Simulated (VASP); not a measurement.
# Ce (Pm-3m) in VASP: single point with RPBE

Aim: the single point of Ce with RPBE.

All numbers are computed with VASP 6.6.1; they aren't measurements. Logs are shortened: lines on timing, memory, paths and dates and some standing lists are left out, and cuts for length are marked.

## (1) The cell of the first run

The structure is cubic, space group Pm-3m (No. 221). Conventional cell: a = 2.953 Å, b = 2.953 Å, c = 2.953 Å, α = 90.00°, β = 90.00°, γ = 90.00°. Ce (site symmetry m-3m) has 6 Ce at 2.95 Å within 3.9 Å.

## (2) Single point, RPBE, collinear spin, ferromagnetic start

Input file INCAR:

```
ALGO = Normal
EDIFF = 1E-7
ENCUT = 520
GGA = RP
ISIF = 2
ISMEAR = -1
ISPIN = 2
LASPH = True
LCHARG = True
LELF = True
LMAXMIX = 6
LORBIT = 11
LREAL = False
LVHAR = True
LWAVE = False
MAGMOM = 1
NBANDS = 16
NELM = 150
PREC = Accurate
SIGMA = 0.05
```

Input file KPOINTS:

```
k-points
0
Gamma
  14 14 14
```

Input file POSCAR:

```
Ce
1.0
    2.9533914217      0.0000000000      0.0000000000
    0.0000000000      2.9533914217      0.0000000000
    0.0000000000      0.0000000000      2.9533914217
Ce
1
Direct
    0.0000000000      0.0000000000      0.0000000000
```

Potentials or basis: VASP PAW PBE potentials, release 64 (Ce).

Launch:

```console
cat potpaw_PBE.64/Ce/POTCAR > POTCAR
mpirun -np 1 vasp_std > vasp.out
```

OUTCAR:

```text
EDIFF = 1E-7
   ENCUT = 520
   GGA = RP
   ISIF = 2
   ISMEAR = -1
   ISPIN = 2
   LASPH = True
   LORBIT = 11
   LREAL = False
   NELM = 150
   PREC = Accurate

 ion  position               nearest neighbor table
   1  0.000  0.000  0.000-

  LATTYP: Found a simple cubic cell.
 ALAT       =     2.9533914217

  Lattice vectors:

 A1 = (   2.9533914217,   0.0000000000,   0.0000000000)
 A2 = (   0.0000000000,   2.9533914217,   0.0000000000)
 A3 = (   0.0000000000,   0.0000000000,   2.9533914217)

Analysis of symmetry for initial positions (statically):
=====================================================================
 Subroutine PRICEL returns:
 Original cell was already a primitive cell.

 Routine SETGRP: Setting up the symmetry group for a
 simple cubic supercell.

 Subroutine GETGRP returns: Found 48 space group operations
 (whereof 48 operations were pure point group operations)
 out of a pool of 48 trial point group operations.

The static configuration has the point symmetry O_h .

Analysis of symmetry for dynamics (positions and initial velocities):
=====================================================================
 Subroutine PRICEL returns:
 Original cell was already a primitive cell.

 Routine SETGRP: Setting up the symmetry group for a
 simple cubic supercell.

 Subroutine GETGRP returns: Found 48 space group operations
 (whereof 48 operations were pure point group operations)
 out of a pool of 48 trial point group operations.

The dynamic configuration has the point symmetry O_h .

Analysis of structural, dynamic, and magnetic symmetry:
=====================================================================
 Subroutine PRICEL returns:
 Original cell was already a primitive cell.

 Routine SETGRP: Setting up the symmetry group for a
 simple cubic supercell.

 Subroutine GETGRP returns: Found 48 space group operations
 (whereof 48 operations were pure point group operations)
 out of a pool of 48 trial point group operations.

The overall configuration has the point symmetry O_h .

 Subroutine INISYM returns: Found 48 space group operations
 (whereof 48 operations are pure point group operations),
 and found     1 'primitive' translations

----------------------------------------------------------------------------------------

                                     Primitive cell

  volume of cell :      25.7610

  direct lattice vectors                    reciprocal lattice vectors
     2.953391422  0.000000000  0.000000000     0.338593792  0.000000000  0.000000000
     0.000000000  2.953391422  0.000000000     0.000000000  0.338593792  0.000000000
     0.000000000  0.000000000  2.953391422     0.000000000  0.000000000  0.338593792

  length of vectors
     2.953391422  2.953391422  2.953391422     0.338593792  0.338593792  0.338593792

  position of ions in fractional coordinates (direct lattice)
     0.000000000  0.000000000  0.000000000

  ion indices of the primitive-cell ions
   primitive index   ion index
                 1           1

----------------------------------------------------------------------------------------

 KPOINTS: k-points

Automatic generation of k-mesh.
 Grid dimensions read from file:
 generate k-points for:   14   14   14

 Generating k-lattice:

  Cartesian coordinates                     Fractional coordinates (reciprocal lattice)
     0.024185271  0.000000000  0.000000000     0.071428571  0.000000000  0.000000000
     0.000000000  0.024185271  0.000000000     0.000000000  0.071428571  0.000000000
     0.000000000  0.000000000  0.024185271     0.000000000  0.000000000  0.071428571

  Length of vectors
     0.024185271  0.024185271  0.024185271

  Shift w.r.t. Gamma in fractional coordinates (k-lattice)
     0.000000000  0.000000000  0.000000000

 Subroutine IBZKPT returns following result:
 ===========================================

 Found    120 irreducible k-points:

 Following reciprocal coordinates:
            Coordinates               Weight
  0.000000  0.000000  0.000000      1.000000
  0.071429  0.000000  0.000000      6.000000
  0.142857  0.000000  0.000000      6.000000
  0.214286  0.000000  0.000000      6.000000
  0.285714  0.000000  0.000000      6.000000
  0.357143  0.000000  0.000000      6.000000
[... 16 lines left out ...]
  0.285714  0.214286  0.000000     24.000000
  0.357143  0.214286  0.000000     24.000000
 [... further k-points ...]
   k-points           NKPTS =    120   k-points in BZ     NKDIM =    120   number of bands    NBANDS=     16
   number of dos      NEDOS =    301   number of ions     NIONS =      1
   total plane-waves  NPLWV =  13824
   dimension x,y,z NGX =    24 NGY =   24 NGZ =   24
   dimension x,y,z NGXF=    48 NGYF=   48 NGZF=   48
   ions per type =               1
   NGX,Y,Z   is equivalent  to a cutoff of  13.51, 13.51, 13.51 a.u.
   NGXF,Y,Z  is equivalent  to a cutoff of  27.02, 27.02, 27.02 a.u.
 SYSTEM =  unknown system
   PREC   = accura    normal or accurate (medium, high low for compatibility)
   ISTART =      0    job   : 0-new  1-cont  2-samecut
   ICHARG =      2    charge: 1-file 2-atom 10-const
   ISPIN  =      2    spin polarized calculation?
   LNONCOLLINEAR =      F non collinear calculations
   LSORBIT =      F    spin-orbit coupling
   LASPH  =      T    aspherical Exc in radial PAW
   ENCUT  =  520.0 eV  38.22 Ry    6.18 a.u.   5.49  5.49  5.49*2*pi/ulx,y,z
   NELM   =    150;   NELMIN=  2; NELMDL= -5     # of ELM steps
   EDIFF  = 0.1E-06   stopping-criterion for ELM
   LREAL  =      F    real-space projection
   EDIFFG = 0.1E-05   stopping-criterion for IOM
   NSW    =      0    number of steps for IOM
   IBRION =     -1    ionic relax: 0-MD 1-quasi-New 2-CG
   NFREE  =      0    steps in history (QN), initial steepest desc. (CG)
   ISIF   =      2    stress and relaxation
   ISYM   =      2    0-nonsym 1-usesym 2-fastsym
   POTIM  = 0.5000    time-step for ionic-motion
   TEBEG  =    0.0;   TEEND  =   0.0 temperature during run
   PSTRESS=    0.0 pullay stress
   NELECT =      12.0000    total number of electrons
   NUPDOWN=      -1.0000    fix difference up-down
   EMIN   =  10.00;   EMAX   =-10.00  energy-range for DOS
   EFERMI =   0.00;   METHOD = LEGACY
   ISMEAR =    -1;   SIGMA  =   0.05  broadening in eV -4-tet -1-fermi 0-gaus
   EFERMI_NEDOS =   21; number of points for ismear=-14 and -15
   IALGO  =     38    algorithm
   IMIX   =      4    mixing-type and parameters
     AMIX     =   0.40;   BMIX     =  1.00
     AMIX_MAG =   1.60;   BMIX_MAG =  1.00
  volume/ion in A,a.u.               =      25.76       173.84
  Fermi-wavevector in a.u.,A,eV,Ry     =   1.269056  2.398169 21.912237  1.610504
  Thomas-Fermi vector in A             =   2.402118
   LORBIT       =     11    0 simple, 1 ext, 2 COOP (PROOUT), +10 PAW based schemes
   GGA     = RP    functional components
   LHFCALC =     F    Hartree Fock is set to
   AEXX    =    0.0000 exact exchange contribution
   IVDW    =     0    specifies the selected vdW correction
   LEPSILON=     F    determine dielectric tensor
   LRPA    =     F    only Hartree local field effects (RPA)
 spin polarized calculation
  energy-cutoff  :      520.00
  volume of cell :       25.76
 maximum number of plane-waves:       739
 NGX is ok and might be reduce to    24
   NGX = 11   NGY = 11   NGZ = 11

 number of electron      12.0000001 magnetization       0.0007192

 Free energy of the ion-electron system (eV)
  ---------------------------------------------------
  ext. energy  EPLUGINS =         0.00000000
  ---------------------------------------------------
  free energy    TOTEN  =        -5.10093199 eV

  energy without entropy =       -5.07186872  energy(sigma->0) =       -5.08640035

 E-fermi :   9.5459     XC(G=0): -11.2782

 val. band max:        9.5402526065   @ k =   0.2857   0.2857   0.1429
 cond. band min:       9.5487572865   @ k =   0.3571   0.3571   0.2143
 fundamental gap:      0.0085046801
 Fermi energy:         9.5459048599

 spin component 1

 k-point     1 :       0.0000    0.0000    0.0000
  band No.  band energies     occupation
      1     -25.5086      1.00000
      2      -6.1828      1.00000
      3      -6.1828      1.00000
      4      -6.1828      1.00000
      5       7.1273      1.00000
      6       7.9171      1.00000
[... 8 lines left out ...]
     15      18.7196      0.00000
     16      18.7196      0.00000

 k-point     2 :       0.0714    0.0000    0.0000
  band No.  band energies     occupation
      1     -25.4813      1.00000
      2      -6.4249      1.00000
      3      -6.1623      1.00000
      4      -6.1623      1.00000
      5       7.2906      1.00000
      6       7.9570      1.00000
[... 8 lines left out ...]
     15      18.2789      0.00000
     16      18.2789      0.00000

 k-point     3 :       0.1429    0.0000    0.0000
  band No.  band energies     occupation
      1     -25.4039      1.00000
      2      -7.0539      1.00000
      3      -6.1041      1.00000
      4      -6.1041      1.00000
      5       7.5780      1.00000
      6       8.0737      1.00000
[... 8 lines left out ...]
     15      17.2701      0.00000
     16      17.2701      0.00000
[... 362 lines left out ...]
 k-point    23 :       0.2857    0.2143    0.0000
  band No.  band energies     occupation
      1     -24.9414      1.00000
      2      -8.4550      1.00000
      3      -7.5366      1.00000
      4      -5.7636      1.00000
      5       8.5973      1.00000
      6       9.1679      0.99948
[... 8 lines left out ...]
     15      14.7837      0.00000
     16      15.3719      0.00000

 k-point    24 :       0.3571    0.2143    0.0000
  band No.  band energies     occupation
      1     -24.8186      1.00000
      2      -9.1095      1.00000
      3      -7.4235      1.00000
      4      -5.6763      1.00000
      5       8.5059      1.00000
      6       9.1374      0.99972
[... 8 lines left out ...]
     15      14.5349      0.00000
     16      15.7895      0.00000

 [... further k-points ...]

 spin component 2

 k-point     1 :       0.0000    0.0000    0.0000
  band No.  band energies     occupation
      1     -25.5083      1.00000
      2      -6.1826      1.00000
      3      -6.1826      1.00000
      4      -6.1826      1.00000
      5       7.1275      1.00000
      6       7.9174      1.00000
[... 8 lines left out ...]
     15      18.7198      0.00000
     16      18.7198      0.00000

 k-point     2 :       0.0714    0.0000    0.0000
  band No.  band energies     occupation
      1     -25.4810      1.00000
      2      -6.4247      1.00000
      3      -6.1620      1.00000
      4      -6.1620      1.00000
      5       7.2909      1.00000
      6       7.9573      1.00000
[... 8 lines left out ...]
     15      18.2791      0.00000
     16      18.2791      0.00000

 k-point     3 :       0.1429    0.0000    0.0000
  band No.  band energies     occupation
      1     -25.4036      1.00000
      2      -7.0537      1.00000
      3      -6.1039      1.00000
      4      -6.1039      1.00000
      5       7.5782      1.00000
      6       8.0740      1.00000
[... 8 lines left out ...]
     15      17.2703      0.00000
     16      17.2703      0.00000
[... 362 lines left out ...]
 k-point    23 :       0.2857    0.2143    0.0000
  band No.  band energies     occupation
      1     -24.9412      1.00000
      2      -8.4547      1.00000
      3      -7.5363      1.00000
      4      -5.7633      1.00000
      5       8.5976      1.00000
      6       9.1682      0.99948
[... 8 lines left out ...]
     15      14.7839      0.00000
     16      15.3721      0.00000

 k-point    24 :       0.3571    0.2143    0.0000
  band No.  band energies     occupation
      1     -24.8183      1.00000
      2      -9.1092      1.00000
      3      -7.4233      1.00000
      4      -5.6761      1.00000
      5       8.5061      1.00000
      6       9.1377      0.99972
[... 8 lines left out ...]
     15      14.5351      0.00000
     16      15.7898      0.00000

 [... further k-points ...]

------------------------ aborting loop because EDIFF is reached ----------------------------------------

  FORCE on cell =-STRESS in cart. coord.  units (eV):
  Direction    XX          YY          ZZ          XY          YZ          ZX
  --------------------------------------------------------------------------------------
  -------------------------------------------------------------------------------------
  Total        0.0126879      0.0126879      0.0126879      0.0000000      0.0000000     -0.0000000
  in kB        0.7891067      0.7891067      0.7891067      0.0000000      0.0000000     -0.0000000
  external PRESSURE =       0.7891067 kB  Pullay stress =       0.0000000 kB

 VOLUME and BASIS-vectors are now :
 -----------------------------------------------------------------------------
  energy-cutoff  :      520.00
  volume of cell :       25.76
      direct lattice vectors                 reciprocal lattice vectors
     2.953391422  0.000000000  0.000000000     0.338593792  0.000000000  0.000000000
     0.000000000  2.953391422  0.000000000     0.000000000  0.338593792  0.000000000
     0.000000000  0.000000000  2.953391422     0.000000000  0.000000000  0.338593792

 POSITION                                       TOTAL-FORCE (eV/Angst)
 -----------------------------------------------------------------------------------
      0.00000      0.00000      0.00000         0.000000      0.000000      0.000000
 -----------------------------------------------------------------------------------
    total drift:                                0.000000      0.000000      0.000000

  FREE ENERGIE OF THE ION-ELECTRON SYSTEM (eV)
  ---------------------------------------------------
  free  energy   TOTEN  =        -5.1009319922 eV

  energy  without entropy=       -5.0718687175  energy(sigma->0) =       -5.08640035

 total charge

# of ion       s       p       d       f       tot
--------------------------------------------------
    1        2.038   5.563   1.426   1.148  10.175

 magnetization (x)

# of ion       s       p       d       f       tot
--------------------------------------------------
    1       -0.000  -0.000   0.000   0.000   0.001
```

Wall time 59 s (1 thread of Intel Xeon 6975P-C (Granite Rapids), shared host); peak memory 0.22 GiB.

What came out:

```yaml
Free_energy: -5.1009 eV
Pressure: 0.1 GPa
Band_gap_on_the_k_mesh: zero (filled and empty bands overlap)
Net_moment: 0.00 μB per cell
Valence_electrons_inside_the_program's_atomic_spheres: Ce 10.18
```

Levels at points of the mesh, in eV from the Fermi level:
Spin up:
```csv
k point,band 4,band 5,band 6,band 7,band 8,band 9
"(0.00, 0.00, 0.00)",-15.73,-2.42,-1.63,-1.63,0.76,0.76
"(0.50, 0.00, 0.00)",-15.29,-0.44,-0.09,0.14,0.17,0.98
"(0.50, 0.50, 0.00)",-14.88,-3.65,0.24,0.24,0.94,1.14
"(0.50, 0.50, 0.50)",-18.25,-1.81,-1.81,-1.81,-0.03,0.98
```
Spin down:
```tsv
k point	band 4	band 5	band 6	band 7	band 8	band 9
(0.00, 0.00, 0.00)	-15.73	-2.42	-1.63	-1.63	0.76	0.76
(0.50, 0.00, 0.00)	-15.29	-0.44	-0.09	0.14	0.17	0.98
(0.50, 0.50, 0.00)	-14.88	-3.65	0.24	0.24	0.94	1.14
(0.50, 0.50, 0.50)	-18.25	-1.81	-1.81	-1.81	-0.03	0.99
```

Caveat: the magnetic or orbital state may not be the lowest; the PAW data sets were made with another functional, which shifts forces and pressure a little; spin-orbit coupling is left out, which moves the levels of the heavy elements.
